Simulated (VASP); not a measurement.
# Ag (a cell with a defect) in VASP: single point with PBEsol

Aim: the single point of Ag (a cell with a defect) with PBEsol.

Program: VASP 6.6.1. These are calculated values, not measurements. Logs are shortened: lines on timing, memory, paths and dates and some standing lists are left out, and cuts for length are marked.

**1. The cell of the first run**

The cell holds a defect, 7 atoms: a = 5.778 Å, b = 5.778 Å, c = 5.778 Å, α = 60.00°, β = 60.00°, γ = 60.00°.

**2. Single point, PBEsol**

The input, INCAR:

```
PREC     = Accurate       # precision mode
ENCUT    = 400            # plane-wave cutoff, eV
EDIFF    = 1E-6           # SCF threshold, eV
ISMEAR   = -1             # smearing method
SIGMA    = 0.1            # smearing width, eV
LREAL    = F              # projectors in reciprocal space
LASPH    = T              # aspherical terms in the spheres
NELM     = 120            # most SCF steps
ALGO     = Normal         # electronic algorithm
ISIF     = 2              # what is computed and relaxed
LWAVE    = F              # write WAVECAR
LCHARG   = F              # write CHGCAR
GGA      = PS             # functional
NBANDS   = 48             # bands
GGA_COMPAT= F
```

The input, KPOINTS:

```
regular mesh
0
Gamma
  2 2 2
```

The input, POSCAR:

```
Ag
1.0
    0.0000000000      4.0855000000      4.0855000000
    4.0855000000      0.0000000000      4.0855000000
    4.0855000000      4.0855000000      0.0000000000
Ag
7
Direct
    0.0500343899     -0.0500718394      0.2489530045
   -0.0076972219      0.5108601150     -0.0016321136
   -0.0422803818      0.4069366051      0.5688634194
    0.5931447803      0.0422168645     -0.0666224452
    0.4890937462      0.0077205972      0.5014679966
    0.4585983356      0.5414731367      0.0101604455
    0.4591065965      0.5408645209      0.4888094480
```

Potentials or basis: VASP PAW PBE potentials, release 64 (Ag).

Started as:

```bash
> cat potpaw_PBE.64/Ag/POTCAR > POTCAR
> mpirun -np 1 vasp_std > vasp.out
```

OUTCAR:

```text
PREC = Accurate
   ENCUT = 400
   EDIFF = 1E-6
   ISMEAR = -1
   LREAL = F
   LASPH = T
   NELM = 120
   ISIF = 2
   GGA = PS

 ion  position               nearest neighbor table
   1  0.050  0.950  0.249-   5 2.72   2 2.72   6 2.73   7 2.74   3 2.90   4 2.90   3 3.61   4 3.61

   2  0.992  0.511  0.998-   1 2.72   4 2.74   6 2.82   7 2.83   3 2.94   3 2.96   7 2.96   6 2.97
                             4 3.14
   3  0.958  0.407  0.569-   5 2.74   6 2.79   7 2.80   1 2.90   2 2.94   2 2.96   4 2.98   7 3.12
                             6 3.13   5 3.14   1 3.61
   4  0.593  0.042  0.933-   2 2.74   6 2.80   7 2.80   1 2.90   5 2.94   5 2.96   3 2.98   7 3.12
                             6 3.13   2 3.14   1 3.61
   5  0.489  0.008  0.501-   1 2.72   3 2.74   6 2.82   7 2.83   4 2.94   4 2.96   7 2.96   6 2.97
                             3 3.14
   6  0.459  0.541  0.010-   1 2.73   7 2.77   3 2.79   4 2.80   5 2.82   2 2.82   2 2.97   5 2.97
                             7 3.01   4 3.13   3 3.13
   7  0.459  0.541  0.489-   1 2.74   6 2.77   4 2.80   3 2.80   5 2.83   2 2.83   5 2.96   2 2.96
                             6 3.01   3 3.12   4 3.12

  LATTYP: Found a face centered cubic cell.
 ALAT       =     8.1710000000

  Lattice vectors:

 A1 = (   0.0000000000,   4.0855000000,   4.0855000000)
 A2 = (   4.0855000000,   0.0000000000,   4.0855000000)
 A3 = (   4.0855000000,   4.0855000000,   0.0000000000)

Analysis of symmetry for initial positions (statically):
=====================================================================
 Subroutine PRICEL returns:
 Original cell was already a primitive cell.

 Routine SETGRP: Setting up the symmetry group for a
 face centered cubic supercell.

 Subroutine GETGRP returns: Found  1 space group operations
 (whereof  1 operations were pure point group operations)
 out of a pool of 48 trial point group operations.

The static configuration has the point symmetry C_1 .

Analysis of symmetry for dynamics (positions and initial velocities):
=====================================================================
 Subroutine PRICEL returns:
 Original cell was already a primitive cell.

 Routine SETGRP: Setting up the symmetry group for a
 face centered cubic supercell.

 Subroutine GETGRP returns: Found  1 space group operations
 (whereof  1 operations were pure point group operations)
 out of a pool of 48 trial point group operations.

The dynamic configuration has the point symmetry C_1 .

 Subroutine INISYM returns: Found  1 space group operations
 (whereof  1 operations are pure point group operations),
 and found     1 'primitive' translations

----------------------------------------------------------------------------------------

                                     Primitive cell

  volume of cell :     136.3847

  direct lattice vectors                    reciprocal lattice vectors
     0.000000000  4.085500000  4.085500000    -0.122384041  0.122384041  0.122384041
     4.085500000  0.000000000  4.085500000     0.122384041 -0.122384041  0.122384041
     4.085500000  4.085500000  0.000000000     0.122384041  0.122384041 -0.122384041

  length of vectors
     5.777769509  5.777769509  5.777769509     0.211975377  0.211975377  0.211975377

  position of ions in fractional coordinates (direct lattice)
     0.050034390  0.949928161  0.248953005
     0.992302778  0.510860115  0.998367886
     0.957719618  0.406936605  0.568863419
     0.593144780  0.042216864  0.933377555
     0.489093746  0.007720597  0.501467997
     0.458598336  0.541473137  0.010160445
     0.459106596  0.540864521  0.488809448

  ion indices of the primitive-cell ions
   primitive index   ion index
                 1           1
                 2           2
                 3           3
                 4           4
                 5           5
                 6           6
                 7           7

----------------------------------------------------------------------------------------

 KPOINTS: regular mesh

Automatic generation of k-mesh.
 Grid dimensions read from file:
 generate k-points for:    2    2    2

 Generating k-lattice:

  Cartesian coordinates                     Fractional coordinates (reciprocal lattice)
    -0.061192021  0.061192021  0.061192021     0.500000000  0.000000000  0.000000000
     0.061192021 -0.061192021  0.061192021     0.000000000  0.500000000  0.000000000
     0.061192021  0.061192021 -0.061192021     0.000000000  0.000000000  0.500000000

  Length of vectors
     0.105987689  0.105987689  0.105987689

  Shift w.r.t. Gamma in fractional coordinates (k-lattice)
     0.000000000  0.000000000  0.000000000

 Subroutine IBZKPT returns following result:
 ===========================================

 Found      8 irreducible k-points:

 Following reciprocal coordinates:
            Coordinates               Weight
  0.000000  0.000000  0.000000      1.000000
  0.500000  0.000000  0.000000      1.000000
  0.000000  0.500000  0.000000      1.000000
  0.000000  0.000000  0.500000      1.000000
  0.500000  0.500000  0.500000      1.000000
  0.500000  0.500000  0.000000      1.000000
  0.000000  0.500000  0.500000      1.000000
  0.500000  0.000000  0.500000      1.000000
   k-points           NKPTS =      8   k-points in BZ     NKDIM =      8   number of bands    NBANDS=     48
   number of dos      NEDOS =    301   number of ions     NIONS =      7
   total plane-waves  NPLWV =  64000
   dimension x,y,z NGX =    40 NGY =   40 NGZ =   40
   dimension x,y,z NGXF=    80 NGYF=   80 NGZF=   80
   ions per type =               7
   NGX,Y,Z   is equivalent  to a cutoff of  11.51, 11.51, 11.51 a.u.
   NGXF,Y,Z  is equivalent  to a cutoff of  23.02, 23.02, 23.02 a.u.
 SYSTEM =  unknown system
   PREC   = accura    normal or accurate (medium, high low for compatibility)
   ISTART =      0    job   : 0-new  1-cont  2-samecut
   ICHARG =      2    charge: 1-file 2-atom 10-const
   ISPIN  =      1    spin polarized calculation?
   LNONCOLLINEAR =      F non collinear calculations
   LSORBIT =      F    spin-orbit coupling
   LASPH  =      T    aspherical Exc in radial PAW
   ENCUT  =  400.0 eV  29.40 Ry    5.42 a.u.   9.42  9.42  9.42*2*pi/ulx,y,z
   NELM   =    120;   NELMIN=  2; NELMDL= -5     # of ELM steps
   EDIFF  = 0.1E-05   stopping-criterion for ELM
   LREAL  =      F    real-space projection
   EDIFFG = 0.1E-04   stopping-criterion for IOM
   NSW    =      0    number of steps for IOM
   IBRION =     -1    ionic relax: 0-MD 1-quasi-New 2-CG
   NFREE  =      0    steps in history (QN), initial steepest desc. (CG)
   ISIF   =      2    stress and relaxation
   ISYM   =      2    0-nonsym 1-usesym 2-fastsym
   POTIM  = 0.5000    time-step for ionic-motion
   TEBEG  =    0.0;   TEEND  =   0.0 temperature during run
   PSTRESS=    0.0 pullay stress
   NELECT =      77.0000    total number of electrons
   NUPDOWN=      -1.0000    fix difference up-down
   EMIN   =  10.00;   EMAX   =-10.00  energy-range for DOS
   EFERMI =   0.00;   METHOD = LEGACY
   ISMEAR =    -1;   SIGMA  =   0.10  broadening in eV -4-tet -1-fermi 0-gaus
   EFERMI_NEDOS =   21; number of points for ismear=-14 and -15
   IALGO  =     38    algorithm
   IMIX   =      4    mixing-type and parameters
     AMIX     =   0.40;   BMIX     =  1.00
     AMIX_MAG =   1.60;   BMIX_MAG =  1.00
  volume/ion in A,a.u.               =      19.48       131.48
  Fermi-wavevector in a.u.,A,eV,Ry     =   1.353058  2.556910 24.909096  1.830767
  Thomas-Fermi vector in A             =   2.480345
   LORBIT       =      0    0 simple, 1 ext, 2 COOP (PROOUT), +10 PAW based schemes
   GGA     = PS    functional components
   LHFCALC =     F    Hartree Fock is set to
   AEXX    =    0.0000 exact exchange contribution
   IVDW    =     0    specifies the selected vdW correction
   LEPSILON=     F    determine dielectric tensor
   LRPA    =     F    only Hartree local field effects (RPA)
 non-spin polarized calculation
  energy-cutoff  :      400.00
  volume of cell :      136.38
 maximum number of plane-waves:      2488
 NGX is ok and might be reduce to    40
   NGX = 19   NGY = 19   NGZ = 19

 number of electron      77.0000006 magnetization

 Free energy of the ion-electron system (eV)
  ---------------------------------------------------
  ext. energy  EPLUGINS =         0.00000000
  ---------------------------------------------------
  free energy    TOTEN  =       -20.63978483 eV

  energy without entropy =      -20.56453258  energy(sigma->0) =      -20.60215870

 E-fermi :   6.8049     XC(G=0): -11.5640

 val. band max:        6.7538374766   @ k =   0.0000   0.0000   0.0000
 cond. band min:       6.9068593596   @ k =   0.0000   0.5000   0.0000
 fundamental gap:      0.1530218829
 Fermi energy:         6.8048818488

 k-point     1 :       0.0000    0.0000    0.0000
  band No.  band energies     occupation
      1      -0.5607      2.00000
      2       0.5312      2.00000
      3       0.6218      2.00000
      4       0.7776      2.00000
      5       0.8993      2.00000
      6       0.9333      2.00000
[... 40 lines left out ...]
     47      10.2671      0.00000
     48      12.2640      0.00000

 k-point     2 :       0.5000    0.0000    0.0000
  band No.  band energies     occupation
      1       0.3587      2.00000
      2       0.6607      2.00000
      3       0.8884      2.00000
      4       1.0083      2.00000
      5       1.1272      2.00000
      6       1.2785      2.00000
[... 40 lines left out ...]
     47      13.7426      0.00000
     48      14.2476      0.00000

 k-point     3 :       0.0000    0.5000    0.0000
  band No.  band energies     occupation
      1       0.3586      2.00000
      2       0.6606      2.00000
      3       0.8883      2.00000
      4       1.0081      2.00000
      5       1.1271      2.00000
      6       1.2783      2.00000
[... 244 lines left out ...]
     47      13.8806      0.00000
     48      14.3472      0.00000

 k-point     8 :       0.5000    0.0000    0.5000
  band No.  band energies     occupation
      1       0.8062      2.00000
      2       0.9947      2.00000
      3       1.1411      2.00000
      4       1.1743      2.00000
      5       1.2395      2.00000
      6       1.2533      2.00000
[... 40 lines left out ...]
     47      13.9010      0.00000
     48      14.3517      0.00000

------------------------ aborting loop because EDIFF is reached ----------------------------------------

  FORCE on cell =-STRESS in cart. coord.  units (eV):
  Direction    XX          YY          ZZ          XY          YZ          ZX
  --------------------------------------------------------------------------------------
  -------------------------------------------------------------------------------------
  Total       -3.4622818     -3.5735504     -4.9367677     -1.0923330     -0.0009506     -0.0013603
  in kB      -40.6731077    -41.9802343    -57.9946103    -12.8321669     -0.0111671     -0.0159801
  external PRESSURE =     -46.8826508 kB  Pullay stress =       0.0000000 kB

 VOLUME and BASIS-vectors are now :
 -----------------------------------------------------------------------------
  energy-cutoff  :      400.00
  volume of cell :      136.38
      direct lattice vectors                 reciprocal lattice vectors
     0.000000000  4.085500000  4.085500000    -0.122384041  0.122384041  0.122384041
     4.085500000  0.000000000  4.085500000     0.122384041 -0.122384041  0.122384041
     4.085500000  4.085500000  0.000000000     0.122384041  0.122384041 -0.122384041

 POSITION                                       TOTAL-FORCE (eV/Angst)
 -----------------------------------------------------------------------------------
      4.89803      1.22151      4.08535         0.045444     -0.041069      0.000531
      6.16595      8.13288      6.14117         0.005459      0.005966     -0.006265
      3.98663      6.23686      5.57530        -0.013321     -0.013815      0.006674
      3.98579      6.23661      2.59577        -0.010495     -0.013689     -0.006275
      2.08029      4.04694      2.02973         0.005220      0.004356      0.006513
      2.25370      1.91511      4.08579        -0.043168      0.001533     -0.001402
      4.20673      3.87271      4.08538         0.010860      0.056719      0.000225
 -----------------------------------------------------------------------------------
    total drift:                               -0.000002      0.000146      0.000005

  FREE ENERGIE OF THE ION-ELECTRON SYSTEM (eV)
  ---------------------------------------------------
  free  energy   TOTEN  =       -20.6397848300 eV

  energy  without entropy=      -20.5645325774  energy(sigma->0) =      -20.60215870
```

It took 75 s on 1 thread of Intel Xeon 8259CL, shared host; peak memory 0.23 GiB.

What came out:

```
Free energy   : -20.6398 eV
Pressure      : -4.7 GPa
Largest force : 0.061 eV/Å
```

Forces on the atoms (eV/Å):
```
Ag   0.045 -0.041  0.001
Ag   0.005  0.006 -0.006
Ag  -0.013 -0.014  0.007
Ag  -0.010 -0.014 -0.006
Ag   0.005  0.004  0.007
Ag  -0.043  0.002 -0.001
Ag   0.011  0.057  0.000
```

Caveat: the k points lie up to 0.67 Å⁻¹ apart; the PAW data sets were made with another functional, which shifts forces and pressure a little.
